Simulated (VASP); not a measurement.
# Zr2TaGe2 (P6/mmm) in VASP: notebook

Zr2TaGe2 is run at these levels: PBE; tasks: relaxation of cell and atoms, single point.

All numbers are computed with VASP 6.6.1; they aren't measurements. Logs are shortened: lines on timing, memory, paths and dates and some standing lists are left out, and cuts for length are marked.

## Step 1: The cell of the first run

Symmetry: P6/mmm, No. 191, hexagonal system. Conventional cell: a = 4.255 Å, b = 4.255 Å, c = 5.545 Å, α = 90.00°, β = 90.00°, γ = 120.00°. Zr (site symmetry -6m2) has 3 Zr at 2.46 Å and 2 Ge at 2.77 Å within 3.2 Å. Ta (site symmetry 6/mmm) has 6 Ge at 2.46 Å within 3.2 Å. Ge (site symmetry -6m2) has 3 Ge at 2.46 Å and 3 Ta at 2.46 Å and 2 Zr at 2.77 Å within 3.2 Å.

The cell was generated, and may not be a known phase.

## Step 2: Relaxation of cell and atoms, PBE

INCAR reads:

```
ALGO = Normal
EDIFF = 1E-6
EDIFFG = -0.04
ENCUT = 600
GGA = PE
IBRION = 2
ISIF = 3
ISMEAR = 0
LASPH = T
LCHARG = F
LREAL = F
LWAVE = F
NELM = 60
NSW = 90
PREC = Accurate
SIGMA = 0.1
```

KPOINTS reads:

```
k-points
0
Gamma
  6 6 4
```

POSCAR reads:

```
Zr2TaGe2
1.0
    4.2550778600      0.0000000000      0.0000000000
   -2.1275389300      3.6850055200      0.0000000000
    0.0000000000      0.0000000000      5.5446776900
Zr Ta Ge
2 1 2
Direct
    0.3333333300      0.6666666700      0.0000000000
    0.6666666700      0.3333333300      0.0000000000
    0.0000000000      0.0000000000      0.5000000000
    0.3333333300      0.6666666700      0.5000000000
    0.6666666700      0.3333333300      0.5000000000
```

Potentials or basis: VASP PAW PBE potentials, release 64 (Zr_sv, Ta_pv, Ge_d).

Command:

```
> cat potpaw_PBE.64/Zr_sv/POTCAR potpaw_PBE.64/Ta_pv/POTCAR potpaw_PBE.64/Ge_d/POTCAR > POTCAR
> mpirun -np 1 vasp_std > vasp.out
```

OUTCAR:

```text
EDIFF = 1E-6
   EDIFFG = -0.04
   ENCUT = 600
   GGA = PE
   IBRION = 2
   ISIF = 3
   ISMEAR = 0
   LASPH = T
   LREAL = F
   NELM = 60
   NSW = 90
   PREC = Accurate

 ion  position               nearest neighbor table
   1  0.333  0.667  0.000-   2 2.46   2 2.46   2 2.46   4 2.77   4 2.77   3 3.70   3 3.70   3 3.70
                             3 3.70   3 3.70   3 3.70
   2  0.667  0.333  0.000-   1 2.46   1 2.46   1 2.46   5 2.77   5 2.77   3 3.70   3 3.70   3 3.70
                             3 3.70   3 3.70   3 3.70
   3  0.000  0.000  0.500-   4 2.46   5 2.46   4 2.46   5 2.46   5 2.46   4 2.46   1 3.70   2 3.70
                             1 3.70   2 3.70   2 3.70   1 3.70   2 3.70   1 3.70   2 3.70   1 3.70
   4  0.333  0.667  0.500-   5 2.46   3 2.46   5 2.46   3 2.46   3 2.46   5 2.46   1 2.77   1 2.77

   5  0.667  0.333  0.500-   4 2.46   3 2.46   4 2.46   3 2.46   3 2.46   4 2.46   2 2.77   2 2.77

  LATTYP: Found a hexagonal cell.
 ALAT       =     4.2550778600
 C/A-ratio  =     1.3030731452

  Lattice vectors:

 A1 = (   4.2550778600,   0.0000000000,   0.0000000000)
 A2 = (  -2.1275389300,   3.6850055200,   0.0000000000)
 A3 = (   0.0000000000,   0.0000000000,   5.5446776900)

Analysis of symmetry for initial positions (statically):
=====================================================================
 Subroutine PRICEL returns:
 Original cell was already a primitive cell.

 Routine SETGRP: Setting up the symmetry group for a
 hexagonal supercell.

 Subroutine GETGRP returns: Found 24 space group operations
 (whereof 24 operations were pure point group operations)
 out of a pool of 24 trial point group operations.

The static configuration has the point symmetry D_6h.

Analysis of symmetry for dynamics (positions and initial velocities):
=====================================================================
 Subroutine PRICEL returns:
 Original cell was already a primitive cell.

 Routine SETGRP: Setting up the symmetry group for a
 hexagonal supercell.

 Subroutine GETGRP returns: Found 24 space group operations
 (whereof 24 operations were pure point group operations)
 out of a pool of 24 trial point group operations.

The dynamic configuration has the point symmetry D_6h.

 Subroutine INISYM returns: Found 24 space group operations
 (whereof 24 operations are pure point group operations),
 and found     1 'primitive' translations

----------------------------------------------------------------------------------------

                                     Primitive cell

  volume of cell :      86.9405

  direct lattice vectors                    reciprocal lattice vectors
     4.255077860  0.000000000  0.000000000     0.235013326  0.135685007  0.000000000
    -2.127538930  3.685005520  0.000000000     0.000000000  0.271370014  0.000000000
     0.000000000  0.000000000  5.544677690     0.000000000  0.000000000  0.180353134

  length of vectors
     4.255077860  4.255077858  5.544677690     0.271370014  0.271370014  0.180353134

  position of ions in fractional coordinates (direct lattice)
     0.333333330  0.666666670  0.000000000
     0.666666670  0.333333330  0.000000000
     0.000000000  0.000000000  0.500000000
     0.333333330  0.666666670  0.500000000
     0.666666670  0.333333330  0.500000000

  ion indices of the primitive-cell ions
   primitive index   ion index
                 1           1
                 2           2
                 3           3
                 4           4
                 5           5

----------------------------------------------------------------------------------------

 KPOINTS: k-points

Automatic generation of k-mesh.
 Grid dimensions read from file:
 generate k-points for:    6    6    4

 Generating k-lattice:

  Cartesian coordinates                     Fractional coordinates (reciprocal lattice)
     0.039168888  0.022614168  0.000000000     0.166666667  0.000000000  0.000000000
     0.000000000  0.045228336  0.000000000     0.000000000  0.166666667  0.000000000
     0.000000000  0.000000000  0.045088284     0.000000000  0.000000000  0.250000000

  Length of vectors
     0.045228336  0.045228336  0.045088284

  Shift w.r.t. Gamma in fractional coordinates (k-lattice)
     0.000000000  0.000000000  0.000000000

 Subroutine IBZKPT returns following result:
 ===========================================

 Found     21 irreducible k-points:

 Following reciprocal coordinates:
            Coordinates               Weight
  0.000000  0.000000  0.000000      1.000000
  0.166667 -0.000000  0.000000      6.000000
  0.333333 -0.000000  0.000000      6.000000
  0.500000  0.000000  0.000000      3.000000
  0.166667  0.166667  0.000000      6.000000
  0.333333  0.166667  0.000000     12.000000
[... 13 lines left out ...]
  0.333333  0.166667  0.500000     12.000000
  0.333333  0.333333  0.500000      2.000000
   k-points           NKPTS =     21   k-points in BZ     NKDIM =     21   number of bands    NBANDS=     37
   number of dos      NEDOS =    301   number of ions     NIONS =      5
   total plane-waves  NPLWV =  62208
   dimension x,y,z NGX =    36 NGY =   36 NGZ =   48
   dimension x,y,z NGXF=    72 NGYF=   72 NGZF=   96
   ions per type =               2   1   2
   NGX,Y,Z   is equivalent  to a cutoff of  14.07, 14.07, 14.39 a.u.
   NGXF,Y,Z  is equivalent  to a cutoff of  28.13, 28.13, 28.78 a.u.
 SYSTEM =  unknown system
   PREC   = accura    normal or accurate (medium, high low for compatibility)
   ISTART =      0    job   : 0-new  1-cont  2-samecut
   ICHARG =      2    charge: 1-file 2-atom 10-const
   ISPIN  =      1    spin polarized calculation?
   LNONCOLLINEAR =      F non collinear calculations
   LSORBIT =      F    spin-orbit coupling
   LASPH  =      T    aspherical Exc in radial PAW
   ENCUT  =  600.0 eV  44.10 Ry    6.64 a.u.   8.50  8.50 11.07*2*pi/ulx,y,z
   NELM   =     60;   NELMIN=  2; NELMDL= -5     # of ELM steps
   EDIFF  = 0.1E-05   stopping-criterion for ELM
   LREAL  =      F    real-space projection
   EDIFFG = -.4E-01   stopping-criterion for IOM
   NSW    =     90    number of steps for IOM
   IBRION =      2    ionic relax: 0-MD 1-quasi-New 2-CG
   NFREE  =      1    steps in history (QN), initial steepest desc. (CG)
   ISIF   =      3    stress and relaxation
   ISYM   =      2    0-nonsym 1-usesym 2-fastsym
   POTIM  = 0.5000    time-step for ionic-motion
   TEBEG  =    0.0;   TEEND  =   0.0 temperature during run
   PSTRESS=    0.0 pullay stress
   NELECT =      63.0000    total number of electrons
   NUPDOWN=      -1.0000    fix difference up-down
   EMIN   =  10.00;   EMAX   =-10.00  energy-range for DOS
   EFERMI =   0.00;   METHOD = LEGACY
   ISMEAR =     0;   SIGMA  =   0.10  broadening in eV -4-tet -1-fermi 0-gaus
   EFERMI_NEDOS =   21; number of points for ismear=-14 and -15
   IALGO  =     38    algorithm
   IMIX   =      4    mixing-type and parameters
     AMIX     =   0.40;   BMIX     =  1.00
     AMIX_MAG =   1.60;   BMIX_MAG =  1.00
  volume/ion in A,a.u.               =      17.39       117.34
  Fermi-wavevector in a.u.,A,eV,Ry     =   1.470441  2.778731 29.418485  2.162198
  Thomas-Fermi vector in A             =   2.585698
   LORBIT       =      0    0 simple, 1 ext, 2 COOP (PROOUT), +10 PAW based schemes
   GGA     = PE    functional components
   LHFCALC =     F    Hartree Fock is set to
   AEXX    =    0.0000 exact exchange contribution
   IVDW    =     0    specifies the selected vdW correction
   LEPSILON=     F    determine dielectric tensor
   LRPA    =     F    only Hartree local field effects (RPA)
 conjugate gradient relaxation of ions
 non-spin polarized calculation
 Gauss-broadening in eV      SIGMA  =   0.10
  energy-cutoff  :      600.00
  volume of cell :       86.94
 maximum number of plane-waves:      2930
 NGX is ok and might be reduce to    36
   NGX = 17   NGY = 17   NGZ = 23

--------------------------------------- Ionic step        1  -------------------------------------------

 number of electron      63.0000013 magnetization

 Free energy of the ion-electron system (eV)
  ---------------------------------------------------
  ext. energy  EPLUGINS =         0.00000000
  ---------------------------------------------------
  free energy    TOTEN  =       -31.01571624 eV

  energy without entropy =      -30.98471833  energy(sigma->0) =      -31.00021729

------------------------ aborting loop because EDIFF is reached ----------------------------------------

  FORCE on cell =-STRESS in cart. coord.  units (eV):
  Direction    XX          YY          ZZ          XY          YZ          ZX
  --------------------------------------------------------------------------------------
  -------------------------------------------------------------------------------------
  Total       30.9675884     30.9675883     -2.7169591      0.0000000     -0.0000000      0.0000000
  in kB      570.6844090    570.6844085    -50.0693243      0.0000000     -0.0000000      0.0000000
  external PRESSURE =     363.7664977 kB  Pullay stress =       0.0000000 kB
[... 24 lines left out ...]
  energy  without entropy=      -30.9847183312  energy(sigma->0) =      -31.00021729

--------------------------------------- Ionic step        2  -------------------------------------------

 number of electron      62.9999966 magnetization

 E-fermi :   4.2073     XC(G=0):  -9.8103

 val. band max:        4.2070855943   @ k =   0.5000   0.0000   0.2500
 cond. band min:       4.2076647225   @ k =   0.3333   0.1667   0.5000
 fundamental gap:      0.0005791282
 Fermi energy:         4.2072934958

 k-point     1 :       0.0000    0.0000    0.0000
  band No.  band energies     occupation
      1     -44.9069      2.00000
      2     -44.8359      2.00000
      3     -31.4754      2.00000
      4     -31.1610      2.00000
      5     -31.1610      2.00000
      6     -23.0782      2.00000
[... 1099 lines left out ...]
  energy  without entropy=      -34.5898920818  energy(sigma->0) =      -34.61177486

--------------------------------------- Ionic step        9  -------------------------------------------

 number of electron      62.9999997 magnetization

 Free energy of the ion-electron system (eV)
  ---------------------------------------------------
  ext. energy  EPLUGINS =         0.00000000
  ---------------------------------------------------
  free energy    TOTEN  =       -34.63397851 eV

  energy without entropy =      -34.58952668  energy(sigma->0) =      -34.61175260

 E-fermi :   6.8145     XC(G=0): -11.0909

 val. band max:        6.8098037127   @ k =   0.3333   0.1667   0.2500
 cond. band min:       6.8162232144   @ k =   0.3333  -0.0000   0.5000
 fundamental gap:      0.0064195017
 Fermi energy:         6.8145176302

 k-point     1 :       0.0000    0.0000    0.0000
  band No.  band energies     occupation
      1     -41.8701      2.00000
      2     -41.5550      2.00000
      3     -28.2462      2.00000
      4     -27.9955      2.00000
      5     -27.9955      2.00000
      6     -20.3395      2.00000
[... 861 lines left out ...]
  FREE ENERGIE OF THE ION-ELECTRON SYSTEM (eV)
  ---------------------------------------------------
  free  energy   TOTEN  =       -34.6339785143 eV

  energy  without entropy=      -34.5895266808  energy(sigma->0) =      -34.61175260

 reached required accuracy - stopping structural energy minimisation
```

Wall time 11 min (1 thread of Intel Xeon Platinum 8259CL at 2.50GHz (Skylake/Cascade Lake), shared host); peak memory 0.31 GiB.

Results:

```
Free energy                           : -34.6340 eV
Relaxed volume                        : 21.49 Å³/atom
Relaxed cell                          : a = 4.847 Å, b = 4.847 Å, c = 5.283 Å, α = 90.00°, β = 90.00°, γ = 120.00°
Space group after relaxing (to 0.1 Å) : P6/mmm (No. 191)
Energy gained by relaxing             : 723.7 meV/atom
Ionic steps                           : 9
Pressure after relaxing               : -0.1 GPa
Band gap on the k mesh                : zero (an odd number of electrons rules out a gap without spin polarisation)
```

Step by step:
```csv
step,energy change (eV),largest force (eV/Å),pressure (GPa),volume (Å³)
1,0.0000,0.0000,36.38,86.94
2,-1.4148,0.0000,-13.14,142.81
3,-3.5098,0.0000,-3.96,112.36
4,-3.5176,0.0000,-3.24,111.35
5,-3.5187,0.0000,-2.77,110.75
6,-3.6096,0.0000,1.29,106.05
7,-3.6180,0.0000,0.22,107.06
8,-3.6179,0.0000,0.18,107.13
9,-3.6183,0.0000,-0.10,107.47
```

Final structure:
```yaml
crystal:
  lattice:
    - [4.84678, 0.00000, 0.00000]
    - [-2.42339, 4.19743, 0.00000]
    - [0.00000, 0.00000, 5.28280]
  atoms:
    - { symbol: Zr, position: [0.33333, 0.66667, 0.00000] }
    - { symbol: Zr, position: [0.66667, 0.33333, 0.00000] }
    - { symbol: Ta, position: [0.00000, 0.00000, 0.50000] }
    - { symbol: Ge, position: [0.33333, 0.66667, 0.50000] }
    - { symbol: Ge, position: [0.66667, 0.33333, 0.50000] }
```

Levels at points of the mesh, in eV from the Fermi level:
```csv
k point,band 29,band 30,band 31,band 32,band 33,band 34,band 35,band 36
"(0.00, 0.00, 0.00)",-0.29,-0.21,-0.21,-0.07,-0.07,0.99,1.48,1.48
"(0.50, 0.00, 0.00)",-1.32,-0.67,-0.41,-0.20,-0.02,1.75,1.92,1.95
"(0.00, 0.00, 0.50)",-0.64,-0.64,0.15,0.15,0.33,1.22,1.22,1.25
"(0.50, 0.00, 0.50)",-0.77,-0.59,-0.35,0.06,0.27,0.53,1.53,1.76
```

Caveat: the volume moved by over 15 % at a fixed basis, so the end points are rough; spin-orbit coupling is left out, which moves the levels of the heavy elements.

## Step 3: Single point, PBE, collinear spin

This run uses another cell than the first one, of 21.45 Å³/atom.

INCAR reads:

```
PREC = Accurate ; ENCUT = 520
EDIFF = 1E-6 ; ISMEAR = 0
SIGMA = 0.1 ; LREAL = False
LASPH = True ; NELM = 150
ALGO = Normal ; ISIF = 2
LWAVE = False ; LCHARG = False
ISPIN = 2 ; MAGMOM = 1 1 0 0 0
LORBIT = 11 ; LMAXMIX = 4
GGA = PE ; NBANDS = 44
```

KPOINTS reads:

```
regular mesh
0
Gamma
  6 6 4
```

POSCAR reads:

```
Zr2TaGe2
1.0
    4.8434210702      0.0000000000      0.0000000000
   -2.4217105351      4.1945256880      0.0000000000
    0.0000000000      0.0000000000      5.2782868838
Zr Ta Ge
2 1 2
Direct
    0.3333333333      0.6666666667      0.0000000000
    0.6666666667      0.3333333333      0.0000000000
    0.0000000000      0.0000000000      0.5000000000
    0.3333333333      0.6666666667      0.5000000000
    0.6666666667      0.3333333333      0.5000000000
```

Potentials or basis: VASP PAW PBE potentials, release 64 (Zr_sv, Ta_pv, Ge_d).

Command:

```
> cat potpaw_PBE.64/Zr_sv/POTCAR potpaw_PBE.64/Ta_pv/POTCAR potpaw_PBE.64/Ge_d/POTCAR > POTCAR
> mpirun -np 1 vasp_std > vasp.out
```

Wall time 4.3 min (1 thread of Intel Xeon Platinum 8259CL at 2.50GHz (Skylake/Cascade Lake), shared host); peak memory 0.35 GiB.

It converged, with:

```
Free energy                                           : -34.6596 eV
Pressure                                              : 0.3 GPa
Net moment                                            : 0.47 μB per cell
Site moments                                          : Zr +0.30; Ta -0.21; Ge -0.00 μB
Valence electrons inside the program's atomic spheres : Zr 9.99; Ta 8.59; Ge 12.46
```

Levels at points of the mesh, in eV from the Fermi level:
Spin up:
| k point | band 29 | band 30 | band 31 | band 32 | band 33 | band 34 | band 35 | band 36 |
| --- | --- | --- | --- | --- | --- | --- | --- | --- |
| (0.00, 0.00, 0.00) | -0.41 | -0.29 | -0.29 | -0.01 | -0.01 | 0.99 | 1.23 | 1.23 |
| (0.50, 0.00, 0.00) | -1.38 | -0.64 | -0.62 | -0.45 | -0.11 | 1.77 | 1.89 | 1.97 |
| (0.00, 0.00, 0.50) | -0.67 | -0.67 | 0.14 | 0.14 | 0.48 | 1.00 | 1.00 | 1.13 |
| (0.50, 0.00, 0.50) | -0.73 | -0.69 | -0.55 | 0.13 | 0.18 | 0.38 | 1.45 | 1.67 |
Spin down:
```tsv
k point	band 28	band 29	band 30	band 31	band 32	band 33	band 34	band 35
(0.00, 0.00, 0.00)	-0.22	-0.22	-0.17	-0.17	-0.14	-0.14	0.98	1.69
(0.50, 0.00, 0.00)	-1.51	-1.33	-0.73	-0.22	-0.02	0.08	1.73	1.92
(0.00, 0.00, 0.50)	-0.92	-0.66	-0.66	0.13	0.13	0.17	1.27	1.27
(0.50, 0.00, 0.50)	-1.26	-0.83	-0.58	-0.19	-0.04	0.39	0.66	1.57
```

Caveat: a moment this small can come from the mesh or the smearing; spin-orbit coupling is left out, which moves the levels of the heavy elements.
